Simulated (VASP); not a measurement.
A run of VASP 6.6.1 is set up as follows.

INCAR

```
PREC = Accurate ; ENCUT = 520
EDIFF = 1E-6 ; ISMEAR = 0
SIGMA = 0.15 ; LREAL = F
LASPH = T ; NELM = 60
ALGO = Normal ; ISIF = 2
LWAVE = F ; LCHARG = F
GGA = PE ; NBANDS = 9
```

Contents of KPOINTS:

```
regular mesh
0
Gamma
  15 15 15
```

POSCAR

```
Te
1.0
    2.1541785760      1.2437155807      1.8718375706
   -2.1541785760      1.2437155807      1.8718375706
    0.0000000000     -2.4874311614      1.8718375706
Te
1
Direct
    0.5000000000      0.5000000000      0.5000000000
```

Potentials or basis: VASP PAW PBE potentials, release 64 (Te).

The run is started by

```sh
$ cat potpaw_PBE.64/Te/POTCAR > POTCAR
$ mpirun -np 1 vasp_std > vasp.out
```

What does it give for the pressure?

5.0 GPa.

Predict the band gap on the k mesh.

zero (band 3 reaches 10.28 eV, above the bottom of band 4 at 4.54 eV).

Stress tensor (GPa, compression positive):
```
4.92 0.00 0.00
0.00 4.92 0.00
0.00 0.00 5.03
```

Caveat: spin-orbit coupling is left out, which moves the levels of the heavy elements.
